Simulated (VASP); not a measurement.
Write the native input for VASP 6.6.1 that does the following.

```
Task                   : single point
Functional             : PBE
Potentials or basis    : VASP PAW PBE potentials, release 64 (As)
Cutoff                 : 520 eV
k mesh                 : 21 × 21 × 21
Occupations            : fermi-dirac, width 0.1 eV
Spin                   : no spin polarisation
Dipole correction      : no
Further INCAR settings : ALGO = Normal; EDIFF = 1e-06; NBANDS = 8
```

The structure of As lies in POSCAR:

```
As
1.0
    0.0000000000      2.1305002387      2.1305002387
    2.1305002387      0.0000000000      2.1305002387
    2.1305002387      2.1305002387      0.0000000000
As
1
Direct
    0.0000000000      0.0000000000      0.0000000000
```

The input as run:

INCAR

```
SYSTEM = As
ALGO = Normal
EDIFF = 1E-6
ENCUT = 520
GGA = PE
ISIF = 2
ISMEAR = -1
LASPH = .True.
LCHARG = .False.
LREAL = .False.
LWAVE = .False.
NBANDS = 8
NELM = 80
PREC = Accurate
SIGMA = 0.1
```

KPOINTS

```
k-points
0
Gamma
  21 21 21
  0 0 0
```

Potentials or basis: VASP PAW PBE potentials, release 64 (As).

Launch:

```bash
$ cat potpaw_PBE.64/As/POTCAR > POTCAR
$ mpirun -np 1 vasp_std > vasp.out
```

It gave:

- Pressure: 0.0 GPa

It took 40 s on 1 thread of Intel Xeon 8259CL (shared host), peak memory 0.17 GiB.
